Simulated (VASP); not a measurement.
A run of VASP 6.6.1 is set up as follows.

The input INCAR:

```
ALGO     = Normal         # electronic algorithm
EDIFF    = 1E-7           # SCF threshold, eV
EDIFFG   = -0.025         # ionic threshold
ENCUT    = 600            # plane-wave cutoff, eV
GGA      = PE             # functional
IBRION   = 2              # ionic algorithm
ISIF     = 3              # what is computed and relaxed
ISMEAR   = 0              # smearing method
LASPH    = T              # aspherical terms in the spheres
LCHARG   = F              # write CHGCAR
LREAL    = F              # projectors in reciprocal space
LWAVE    = F              # write WAVECAR
NELM     = 60             # most SCF steps
NSW      = 80             # ionic steps
PREC     = Accurate       # precision mode
SIGMA    = 0.1            # smearing width, eV
```

File KPOINTS:

```
k-points
0
Gamma
  3 3 1
```

File POSCAR:

```
Mg3ZnTe4
1.0
    4.4528817174     -0.0080011663      0.0475442293
   -2.2333700720      3.8883640537      0.0017825858
    0.1562359459      0.0969668554     15.0740280927
Mg Zn Te
3 1 4
Direct
    0.6690438187      0.3327572656      0.0025485061
    0.6592616051      0.3212288775      0.4957285849
   -0.0008713852      0.0120068353      0.7506753333
   -0.0030210862     -0.0060140880      0.2487237208
    0.6709702322      0.3279666273      0.1928700141
    0.6696043598      0.3401421839      0.6871749226
    0.0027704752      0.0049975740      0.4322245679
   -0.0010913528      0.0002480577      0.9400543503
```

Potentials or basis: VASP PAW PBE potentials, release 64 (Mg, Zn, Te).

Run with:

```sh
$ cat potpaw_PBE.64/Mg/POTCAR potpaw_PBE.64/Zn/POTCAR potpaw_PBE.64/Te/POTCAR > POTCAR
$ mpirun -np 1 vasp_std > vasp.out
```

(1) Estimate the band gap on the k mesh.

(2) Estimate the relaxed cell.

(3) Estimate the space group after relaxing (to 0.1 Å).

(4) What does it give for the relaxed volume?

Results:

(1) 1.41 eV.

(2) a = 4.583 Å, b = 4.586 Å, c = 14.728 Å, α = 90.01°, β = 90.02°, γ = 119.98°.

(3) Cm (No. 8).

(4) 33.52 Å³/atom.

Caveat: the k points lie up to 0.53 Å⁻¹ apart in the final cell; spin-orbit coupling is left out, which moves the levels of the heavy elements.
